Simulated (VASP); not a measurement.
Wanted: the native input for a VASP 6.6.1 run.

| Property | Result |
| --- | --- |
| Task | single point |
| Functional | PBEsol |
| Potentials or basis | VASP PAW PBE potentials, release 64 (V_sv) |
| Cutoff | 520 eV |
| k mesh | 6 × 6 × 6 |
| Occupations | gaussian, width 0.1 eV |
| Spin | collinear spin, ferromagnetic start |
| Starting moments | [2.0, 2.0, 2.0] μB |
| Dipole correction | no |
| Further INCAR settings | ALGO = Normal; EDIFF = 1e-07; NBANDS = 30 |

The structure of V lies in POSCAR:

```
V
1.0
    4.3780858428      0.0000000000      0.0000000000
   -2.1890429214      3.7915335598      0.0000000000
    0.0000000000      0.0000000000      2.7137478903
V
3
Direct
    0.0000000000      0.0000000000      0.0000000000
    0.3333333333      0.6666666667      0.5000000000
    0.6666666667      0.3333333333      0.5000000000
```

This isn't the form of V at room conditions, which is bcc.

These files were run (other wordings do the same):

INCAR

```
ALGO = Normal
EDIFF = 1E-7
ENCUT = 520
GGA = PS
ISIF = 2
ISMEAR = 0
ISPIN = 2
LASPH = T
LCHARG = F
LMAXMIX = 4
LORBIT = 11
LREAL = F
LWAVE = F
MAGMOM = 2 2 2
NBANDS = 30
NELM = 150
PREC = Accurate
SIGMA = 0.1
```

KPOINTS

```
k-points
0
Gamma
  6 6 6
```

Potentials or basis: VASP PAW PBE potentials, release 64 (V_sv).

Command:

```sh
$ cat potpaw_PBE.64/V_sv/POTCAR > POTCAR
$ mpirun -np 1 vasp_std > vasp.out
```

Results of the run:

- Pressure: -18.0 GPa
- Net moment: 0.80 μB per cell
- Site moments: V +0.37, +0.17 (each value once) μB
- Valence electrons inside the program's atomic spheres: V 11.43, 11.54 (each value once)

Caveat: the k points lie up to 0.39 Å⁻¹ apart; the PAW data sets were made with another functional, which shifts forces and pressure a little.

Wall time 2.2 min on 1 thread of Intel Xeon 8259CL (shared host), peak memory 0.21 GiB.
